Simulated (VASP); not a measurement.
Set up this calculation in VASP 6.6.1, as the native input.

```
Task                   : single point
Functional             : PBE
Potentials or basis    : VASP PAW PBE potentials, release 64 (Li_sv, Pr_3, N), 4f in core
Cutoff                 : 750 eV
k mesh                 : 6 × 6 × 1
Occupations            : gaussian, width 0.2 eV
Spin                   : no spin polarisation
Dipole correction      : no
Mended                 : yes
Further INCAR settings : ALGO = Normal; EDIFF = 1e-06; NBANDS = 58
```

The structure of LiPr3N2 lies in POSCAR:

```
LiPr3N2
1.0
    3.6708621632      0.0010410279      0.0033222324
   -1.8345354585      3.1776849608     -0.0001038201
    0.0226016835      0.0118048374     24.0312070188
Li Pr N
2 6 4
Direct
    0.9974496438      1.0002595911      0.4999848528
   -0.0054135725     -0.0038823044     -0.0000140550
    0.3416839649      0.6733735387      0.1303343164
    0.3302698630      0.6624612408      0.6304301155
    0.6713803362      0.3383766951      0.3695809759
    0.6597924735      0.3272559082      0.8696919411
    1.0066241727      1.0059318843      0.2499620248
    0.9950554745      0.9948828993      0.7500759520
    0.3388437362      0.6720264125      0.3169178019
    0.3274203915      0.6610205938      0.8170007267
    0.6741532723      0.3395951735      0.1829794590
    0.6627402438      0.3286983674      0.6830558888
```

These files were run (other wordings do the same):

INCAR

```
PREC     = Accurate       # precision mode
ENCUT    = 750            # plane-wave cutoff, eV
EDIFF    = 1E-6           # SCF threshold, eV
ISMEAR   = 0              # smearing method
SIGMA    = 0.2            # smearing width, eV
LREAL    = F              # projectors in reciprocal space
LASPH    = T              # aspherical terms in the spheres
NELM     = 200            # most SCF steps
ALGO     = Normal         # electronic algorithm
ISIF     = 2              # what is computed and relaxed
LWAVE    = F              # write WAVECAR
LCHARG   = F              # write CHGCAR
GGA      = PE             # functional
NBANDS   = 58             # bands
GGA_COMPAT= F            
LMAXMIX  = 6              # l up to which the mixer works
```

KPOINTS

```
Automatic mesh
0
Gamma
  6 6 1
```

Potentials or basis: VASP PAW PBE potentials, release 64 (Li_sv, Pr_3, N), 4f in core.

Command:

```sh
$ cat potpaw_PBE.64/Li_sv/POTCAR potpaw_PBE.64/Pr_3/POTCAR potpaw_PBE.64/N/POTCAR > POTCAR
$ mpirun -np 1 vasp_std > vasp.out
```

Results of the run:

- Pressure: -0.1 GPa
- Largest force: 0.015 eV/Å
- Band gap on the k mesh: zero (bands 46 and 47 overlap by 0.41 eV)

Caveat: spin-orbit coupling is left out, which moves the levels of the heavy elements; the 4f electrons are frozen in the core, so they carry no moment and show no levels; the run has no spin polarisation, though such a crystal can be magnetic.

Wall time 9.8 min on 1 thread of AMD EPYC 9R45 96-Core Processor (Zen 5), on a shared host, peak memory 0.85 GiB.
